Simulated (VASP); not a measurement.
Set up this calculation in VASP 6.6.1, as the native input.

- Task: single point
- Functional: PBEsol
- Potentials or basis: VASP PAW PBE potentials, release 64 (Pb_d)
- Cutoff: 520 eV
- k mesh: 14 × 14 × 14
- Occupations: gaussian, width 0.1 eV
- Spin: no spin polarisation
- Dipole correction: no
- Further INCAR settings: ALGO = Normal; EDIFF = 1e-06; NBANDS = 13

The structure of Pb lies in POSCAR:

```
Pb
1.0
    0.0000000000      2.4750200000      2.4750200000
    2.4750200000      0.0000000000      2.4750200000
    2.4750200000      2.4750200000      0.0000000000
Pb
1
Direct
    0.0000000000      0.0000000000      0.0000000000
```

One way to write it, as run:

INCAR

```
  ALGO = Normal
  EDIFF = 1E-6
  ENCUT = 520
  GGA = PS
  ISIF = 2
  ISMEAR = 0
  LASPH = True
  LCHARG = True
  LELF = True
  LREAL = False
  LVHAR = True
  LWAVE = False
  NBANDS = 13
  NELM = 80
  PREC = Accurate
  SIGMA = 0.1
```

KPOINTS

```
k-points
0
Gamma
  14 14 14
```

Potentials or basis: VASP PAW PBE potentials, release 64 (Pb_d).

Command:

```bash
$ cat potpaw_PBE.64/Pb_d/POTCAR > POTCAR
$ mpirun -np 1 vasp_std > vasp.out
```

It gave:

| Property | Result |
| --- | --- |
| Pressure | -0.5 GPa |
| Band gap on the k mesh | zero (band 7 reaches 14.51 eV, above the bottom of band 8 at 5.53 eV) |

Caveat: the PAW data sets were made with another functional, which shifts forces and pressure a little; spin-orbit coupling is left out, which moves the levels of the heavy elements.

Run time: 28 s on 1 thread of Intel(R) Xeon(R) Platinum 8488C (Sapphire Rapids) (shared host), peak memory 0.17 GiB.
